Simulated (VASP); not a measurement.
Here is a VASP 6.6.1 calculation.

Contents of INCAR:

```
  PREC = Accurate
  ENCUT = 520
  EDIFF = 1E-7
  ISMEAR = -1
  SIGMA = 0.05
  LREAL = False
  LASPH = True
  NELM = 100
  ALGO = Normal
  ISIF = 2
  LWAVE = False
  LCHARG = True
  GGA = CA
  LELF = True
  LVHAR = True
  NBANDS = 10
```

Contents of KPOINTS:

```
Automatic mesh
0
Gamma
  12 12 12
```

The input POSCAR:

```
Li
1.0
    3.3649584756      0.0000000000      0.0000000000
    0.0000000000      3.3649584756      0.0000000000
    0.0000000000      0.0000000000      3.3649584756
Li
2
Direct
    0.0000000000      0.0000000000      0.0000000000
    0.5000000000      0.5000000000      0.5000000000
```

Potentials or basis: VASP PAW LDA potentials, release 64 (Li_sv).

Command:

```bash
$ cat potpaw_LDA.64/Li_sv/POTCAR > POTCAR
$ mpirun -np 1 vasp_std > vasp.out
```

**Question.** What does it give for the band gap on the k mesh?

**Answer.** Zero (band 3 reaches 4.26 eV, above the bottom of band 4 at -0.36 eV).
